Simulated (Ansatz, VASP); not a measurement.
Two plane-wave programs on ZrF

```xyz
2
Lattice="3.1152 0.0000 0.0000 0.0000 3.1152 0.0000 0.0000 0.0000 3.1152" Properties=species:S:1:pos:R:3 pbc="T T T"
Zr    0.0000    0.0000    0.0000
F     1.5576    1.5576    1.5576
```

Change from the starting cell: species swapped into the YbZn type (Pm-3m, No. 221).

Alike in both runs: functional PBE; k mesh 6 × 6 × 6; occupations gaussian, width 0.1 eV; no spin polarisation.

Ansatz relaxed the structure, and its values are those at the end. VASP's run is a single point on that final structure, the one shown.

```csv
,VASP,Ansatz
version,VASP 6.6.1,Ansatz 0.2.0
potentials or method,"VASP PAW PBE potentials, release 64 (Zr_sv, F), cutoff 520 eV","scalar-relativistic, plane waves, PAW"
valence electrons in the cell,19,19
```

|  | VASP | Ansatz | Ansatz less VASP |
| --- | --- | --- | --- |
| gap on the k mesh at the Fermi level (eV) | none | none | - |
| pressure (GPa) | -0.1 | 0.0 | +0.13 |

A gap of «none» marks a metal or a gap that the smearing closes. The functional is the same, so the differences come from potentials, cutoffs and numerics.
